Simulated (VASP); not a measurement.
# AlO (Pm-3m) in VASP: notebook

The runs below take AlO through single point, relaxation of cell and atoms, with PBE.

Everything below comes from runs of VASP 6.6.1. Logs are shortened: lines on timing, memory, paths and dates and some standing lists are left out, and cuts for length are marked.

### Step 1. The cell of the first run

Symmetry: Pm-3m, No. 221, cubic system. The conventional cell has a = 3.953 Å, b = 3.953 Å, c = 3.953 Å, α = 90.00°, β = 90.00°, γ = 90.00°. Within 2.6 Å of Al (site symmetry 4/mmm) lie 4 O at 1.98 Å. O (site symmetry 4/mmm) has 4 Al at 1.98 Å within 2.6 Å.

### Step 2. Single point, PBE, collinear spin, ferromagnetic start

Contents of INCAR:

```
  PREC = Accurate
  ENCUT = 520
  EDIFF = 1E-6
  ISMEAR = 0
  SIGMA = 0.1
  LREAL = False
  LASPH = True
  NELM = 150
  ALGO = Normal
  ISIF = 2
  LWAVE = False
  LCHARG = False
  ISPIN = 2
  MAGMOM = 0 0 0 1 1 1
  LORBIT = 11
  GGA = PE
  NBANDS = 26
```

Contents of KPOINTS:

```
regular mesh
0
Gamma
  4 4 4
```

Contents of POSCAR:

```
AlO
1.0
    3.9530586805      0.0000000000      0.0000000000
    0.0000000000      3.9530586805      0.0000000000
    0.0000000000      0.0000000000      3.9530586805
Al O
3 3
Direct
    0.5000000000      0.0000000000      0.0000000000
    0.0000000000      0.5000000000      0.0000000000
    0.0000000000      0.0000000000      0.5000000000
    0.0000000000      0.5000000000      0.5000000000
    0.5000000000      0.0000000000      0.5000000000
    0.5000000000      0.5000000000      0.0000000000
```

Potentials or basis: VASP PAW PBE potentials, release 64 (Al, O).

Started as:

```
$ cat potpaw_PBE.64/Al/POTCAR potpaw_PBE.64/O/POTCAR > POTCAR
$ mpirun -np 1 vasp_std > vasp.out
```

OUTCAR:

```text
PREC = Accurate
   ENCUT = 520
   EDIFF = 1E-6
   ISMEAR = 0
   LREAL = False
   LASPH = True
   NELM = 150
   ISIF = 2
   ISPIN = 2
   LORBIT = 11
   GGA = PE

 ion  position               nearest neighbor table
   1  0.500  0.000  0.000-   5 1.98   6 1.98   5 1.98   6 1.98   3 2.80   2 2.80   2 2.80   3 2.80
                             2 2.80   3 2.80   3 2.80   2 2.80
   2  0.000  0.500  0.000-   4 1.98   6 1.98   4 1.98   6 1.98   3 2.80   1 2.80   1 2.80   3 2.80
                             3 2.80   1 2.80   3 2.80   1 2.80
   3  0.000  0.000  0.500-   4 1.98   5 1.98   4 1.98   5 1.98   1 2.80   2 2.80   2 2.80   1 2.80
                             2 2.80   1 2.80   2 2.80   1 2.80
   4  0.000  0.500  0.500-   2 1.98   3 1.98   2 1.98   3 1.98
   5  0.500  0.000  0.500-   1 1.98   3 1.98   1 1.98   3 1.98
   6  0.500  0.500  0.000-   1 1.98   2 1.98   1 1.98   2 1.98

  LATTYP: Found a simple cubic cell.
 ALAT       =     3.9530586805

  Lattice vectors:

 A1 = (   3.9530586805,   0.0000000000,   0.0000000000)
 A2 = (   0.0000000000,   3.9530586805,   0.0000000000)
 A3 = (   0.0000000000,   0.0000000000,   3.9530586805)

Analysis of symmetry for initial positions (statically):
=====================================================================
 Subroutine PRICEL returns:
 Original cell was already a primitive cell.

 Routine SETGRP: Setting up the symmetry group for a
 simple cubic supercell.

 Subroutine GETGRP returns: Found 48 space group operations
 (whereof 48 operations were pure point group operations)
 out of a pool of 48 trial point group operations.

The static configuration has the point symmetry O_h .

Analysis of symmetry for dynamics (positions and initial velocities):
=====================================================================
 Subroutine PRICEL returns:
 Original cell was already a primitive cell.

 Routine SETGRP: Setting up the symmetry group for a
 simple cubic supercell.

 Subroutine GETGRP returns: Found 48 space group operations
 (whereof 48 operations were pure point group operations)
 out of a pool of 48 trial point group operations.

The dynamic configuration has the point symmetry O_h .

Analysis of structural, dynamic, and magnetic symmetry:
=====================================================================
 Subroutine PRICEL returns:
 Original cell was already a primitive cell.

 Routine SETGRP: Setting up the symmetry group for a
 simple cubic supercell.

 Subroutine GETGRP returns: Found 48 space group operations
 (whereof 48 operations were pure point group operations)
 out of a pool of 48 trial point group operations.

The overall configuration has the point symmetry O_h .

 Subroutine INISYM returns: Found 48 space group operations
 (whereof 48 operations are pure point group operations),
 and found     1 'primitive' translations

----------------------------------------------------------------------------------------

                                     Primitive cell

  volume of cell :      61.7732

  direct lattice vectors                    reciprocal lattice vectors
     3.953058680  0.000000000  0.000000000     0.252968671  0.000000000  0.000000000
     0.000000000  3.953058680  0.000000000     0.000000000  0.252968671  0.000000000
     0.000000000  0.000000000  3.953058680     0.000000000  0.000000000  0.252968671

  length of vectors
     3.953058680  3.953058680  3.953058680     0.252968671  0.252968671  0.252968671

  position of ions in fractional coordinates (direct lattice)
     0.500000000  0.000000000  0.000000000
     0.000000000  0.500000000  0.000000000
     0.000000000  0.000000000  0.500000000
     0.000000000  0.500000000  0.500000000
     0.500000000  0.000000000  0.500000000
     0.500000000  0.500000000  0.000000000

  ion indices of the primitive-cell ions
   primitive index   ion index
                 1           1
                 2           2
                 3           3
                 4           4
                 5           5
                 6           6

[... 34 lines left out ...]
  0.250000  0.250000  0.250000      8.000000
  0.500000  0.250000  0.250000     12.000000
  0.500000  0.500000  0.250000      6.000000
  0.500000  0.500000  0.500000      1.000000
   k-points           NKPTS =     10   k-points in BZ     NKDIM =     10   number of bands    NBANDS=     26
   number of dos      NEDOS =    301   number of ions     NIONS =      6
   total plane-waves  NPLWV =  27000
   dimension x,y,z NGX =    30 NGY =   30 NGZ =   30
   dimension x,y,z NGXF=    60 NGYF=   60 NGZF=   60
   ions per type =               3   3
   NGX,Y,Z   is equivalent  to a cutoff of  12.62, 12.62, 12.62 a.u.
   NGXF,Y,Z  is equivalent  to a cutoff of  25.23, 25.23, 25.23 a.u.
 SYSTEM =  unknown system
   PREC   = accura    normal or accurate (medium, high low for compatibility)
   ISTART =      0    job   : 0-new  1-cont  2-samecut
   ICHARG =      2    charge: 1-file 2-atom 10-const
   ISPIN  =      2    spin polarized calculation?
   LNONCOLLINEAR =      F non collinear calculations
   LSORBIT =      F    spin-orbit coupling
   LASPH  =      T    aspherical Exc in radial PAW
   ENCUT  =  520.0 eV  38.22 Ry    6.18 a.u.   7.35  7.35  7.35*2*pi/ulx,y,z
   NELM   =    150;   NELMIN=  2; NELMDL= -5     # of ELM steps
   EDIFF  = 0.1E-05   stopping-criterion for ELM
   LREAL  =      F    real-space projection
   EDIFFG = 0.1E-04   stopping-criterion for IOM
   NSW    =      0    number of steps for IOM
   IBRION =     -1    ionic relax: 0-MD 1-quasi-New 2-CG
   NFREE  =      0    steps in history (QN), initial steepest desc. (CG)
   ISIF   =      2    stress and relaxation
   ISYM   =      2    0-nonsym 1-usesym 2-fastsym
   POTIM  = 0.5000    time-step for ionic-motion
   TEBEG  =    0.0;   TEEND  =   0.0 temperature during run
   PSTRESS=    0.0 pullay stress
   NELECT =      27.0000    total number of electrons
   NUPDOWN=      -1.0000    fix difference up-down
   EMIN   =  10.00;   EMAX   =-10.00  energy-range for DOS
   EFERMI =   0.00;   METHOD = LEGACY
   ISMEAR =     0;   SIGMA  =   0.10  broadening in eV -4-tet -1-fermi 0-gaus
   EFERMI_NEDOS =   21; number of points for ismear=-14 and -15
   IALGO  =     38    algorithm
   IMIX   =      4    mixing-type and parameters
     AMIX     =   0.40;   BMIX     =  1.00
     AMIX_MAG =   1.60;   BMIX_MAG =  1.00
  volume/ion in A,a.u.               =      10.30        69.48
  Fermi-wavevector in a.u.,A,eV,Ry     =   1.242404  2.347803 21.001512  1.543568
  Thomas-Fermi vector in A             =   2.376760
   LORBIT       =     11    0 simple, 1 ext, 2 COOP (PROOUT), +10 PAW based schemes
   GGA     = PE    functional components
   LHFCALC =     F    Hartree Fock is set to
   AEXX    =    0.0000 exact exchange contribution
   IVDW    =     0    specifies the selected vdW correction
   LEPSILON=     F    determine dielectric tensor
   LRPA    =     F    only Hartree local field effects (RPA)
 spin polarized calculation
 Gauss-broadening in eV      SIGMA  =   0.10
  energy-cutoff  :      520.00
  volume of cell :       61.77
 maximum number of plane-waves:      1743
 NGX is ok and might be reduce to    30
   NGX = 15   NGY = 15   NGZ = 15

 number of electron      26.9999987 magnetization      -0.1173820

 number of electron      26.9999990 magnetization       0.0005907

 Free energy of the ion-electron system (eV)
  ---------------------------------------------------
  ext. energy  EPLUGINS =         0.00000000
  ---------------------------------------------------
  free energy    TOTEN  =       -36.45203581 eV

  energy without entropy =      -36.43979371  energy(sigma->0) =      -36.44591476

 E-fermi :   9.5936     XC(G=0): -11.1179

 val. band max:        9.1767254094   @ k =   0.5000   0.5000   0.0000
 cond. band min:       9.5982536656   @ k =   0.2500   0.2500   0.0000
 fundamental gap:      0.4215282562
 Fermi energy:         9.5935973586

 spin component 1

 k-point     1 :       0.0000    0.0000    0.0000
  band No.  band energies     occupation
      1     -12.7419      1.00000
      2     -10.8777      1.00000
      3     -10.8777      1.00000
      4       0.3522      1.00000
      5       0.3522      1.00000
      6       0.3522      1.00000
[... 269 lines left out ...]
     24      19.6837      0.00000
     25      20.3408      0.00000
 Fermi energy:         9.5935973586

 spin component 2

 k-point     1 :       0.0000    0.0000    0.0000
  band No.  band energies     occupation
      1     -12.7418      1.00000
      2     -10.8777      1.00000
      3     -10.8777      1.00000
      4       0.3523      1.00000
      5       0.3523      1.00000
      6       0.3523      1.00000
[... 269 lines left out ...]
     24      19.6841      0.00000
     25      20.3407      0.00000
 [bands above 25 left out]

------------------------ aborting loop because EDIFF is reached ----------------------------------------

  FORCE on cell =-STRESS in cart. coord.  units (eV):
  Direction    XX          YY          ZZ          XY          YZ          ZX
  --------------------------------------------------------------------------------------
  -------------------------------------------------------------------------------------
  Total       -0.0585857     -0.0585857     -0.0585857      0.0000000     -0.0000000      0.0000000
  in kB       -1.5195061     -1.5195061     -1.5195061      0.0000000     -0.0000000      0.0000000
  external PRESSURE =      -1.5195061 kB  Pullay stress =       0.0000000 kB

 VOLUME and BASIS-vectors are now :
 -----------------------------------------------------------------------------
  energy-cutoff  :      520.00
  volume of cell :       61.77
      direct lattice vectors                 reciprocal lattice vectors
     3.953058680  0.000000000  0.000000000     0.252968671  0.000000000  0.000000000
     0.000000000  3.953058680  0.000000000     0.000000000  0.252968671  0.000000000
     0.000000000  0.000000000  3.953058680     0.000000000  0.000000000  0.252968671

 POSITION                                       TOTAL-FORCE (eV/Angst)
 -----------------------------------------------------------------------------------
      1.97653      0.00000      0.00000         0.000000      0.000000      0.000000
      0.00000      1.97653      0.00000         0.000000      0.000000      0.000000
      0.00000      0.00000      1.97653         0.000000      0.000000      0.000000
      0.00000      1.97653      1.97653         0.000000      0.000000      0.000000
      1.97653      0.00000      1.97653         0.000000      0.000000      0.000000
      1.97653      1.97653      0.00000         0.000000      0.000000      0.000000
 -----------------------------------------------------------------------------------
    total drift:                                0.000000      0.000000     -0.000000

  FREE ENERGIE OF THE ION-ELECTRON SYSTEM (eV)
  ---------------------------------------------------
  free  energy   TOTEN  =       -36.4520358081 eV

  energy  without entropy=      -36.4397937060  energy(sigma->0) =      -36.44591476

 total charge

# of ion       s       p       d       tot
------------------------------------------
    1        0.347   0.351   0.000   0.698
    2        0.347   0.351   0.000   0.698
    3        0.347   0.351   0.000   0.698
    4        1.567   3.515   0.000   5.082
    5        1.567   3.515   0.000   5.082
    6        1.567   3.515   0.000   5.082
--------------------------------------------------
tot          5.745  11.596   0.000  17.341

 magnetization (x)

# of ion       s       p       d       tot
------------------------------------------
    1        0.000   0.000   0.000   0.000
    2        0.000   0.000   0.000   0.000
    3        0.000   0.000   0.000   0.000
    4        0.000   0.000   0.000   0.000
    5        0.000   0.000   0.000   0.000
    6        0.000   0.000   0.000   0.000
--------------------------------------------------
tot          0.000   0.000   0.000   0.000
```

Run time: 30 s. Hardware: 1 thread of Intel Xeon Platinum 8259CL at 2.50GHz (Skylake/Cascade Lake), shared host; peak memory 0.18 GiB.

Results:

```yaml
Free_energy: -36.4520 eV
Pressure: -0.2 GPa
Net_moment: 0.00 μB per cell
Valence_electrons_inside_the_program's_atomic_spheres: Al 0.70; O 5.08
```

Levels at points of the mesh, in eV from the Fermi level:
Spin up:
```tsv
k point	band 11	band 12	band 13	band 14	band 15	band 16
(0.00, 0.00, 0.00)	-4.08	-4.08	-4.08	2.42	2.42	3.01
(0.50, 0.00, 0.00)	-4.47	-4.47	-3.17	-1.68	1.25	1.25
(0.50, 0.50, 0.00)	-5.25	-3.64	-3.57	-0.42	0.62	0.62
(0.50, 0.50, 0.50)	-5.87	-3.54	-3.54	2.53	2.53	2.53
```
Spin down:
```csv
k point,band 11,band 12,band 13,band 14,band 15,band 16
"(0.00, 0.00, 0.00)",-4.08,-4.08,-4.08,2.42,2.42,3.01
"(0.50, 0.00, 0.00)",-4.47,-4.47,-3.17,-1.68,1.25,1.25
"(0.50, 0.50, 0.00)",-5.25,-3.63,-3.57,-0.42,0.62,0.62
"(0.50, 0.50, 0.50)",-5.87,-3.54,-3.54,2.53,2.53,2.53
```

Caveat: the k points lie up to 0.40 Å⁻¹ apart.

(Part 1 of 2 ends here.)
